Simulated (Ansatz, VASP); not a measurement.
**Two plane-wave programs on SnO**

```
CELL_PARAMETERS angstrom
3.61085 0.00000 0.00000
0.00000 3.61085 0.00000
0.00000 0.00000 5.37760
ATOMIC_POSITIONS crystal
Sn 0.00000 0.50000 0.24324
Sn 0.50000 0.00000 0.75676
O 0.00000 0.00000 0.00000
O 0.50000 0.50000 0.00000
```

Alike in both runs: task single point; functional PBE; dispersion D3(BJ); k mesh 14 × 14 × 12; occupations gaussian, width 0.15 eV; no spin polarisation.

|  | VASP | Ansatz |
| --- | --- | --- |
| version | VASP 6.6.1 | Ansatz 0.2.0 |
| potentials or method | VASP PAW PBE potentials, release 64 (Sn_d, O), cutoff 520 eV | scalar-relativistic, plane waves, PAW |
| valence electrons in the cell | 40 | 40 |

```csv
,VASP,Ansatz,Ansatz less VASP
gap on the k mesh at the Fermi level (eV),none,none,-
pressure (GPa),2.2,2.0,-0.21
"traceless stress, the component that is largest in VASP (GPa)",-11.51,-11.57,-0.065
rms of the force components (eV/Å),0.526,0.557,+0.0305
```

Atom by atom the forces differ by 0.030 eV/Å (rms over components). A gap of «none» marks a metal or a gap that the smearing closes.
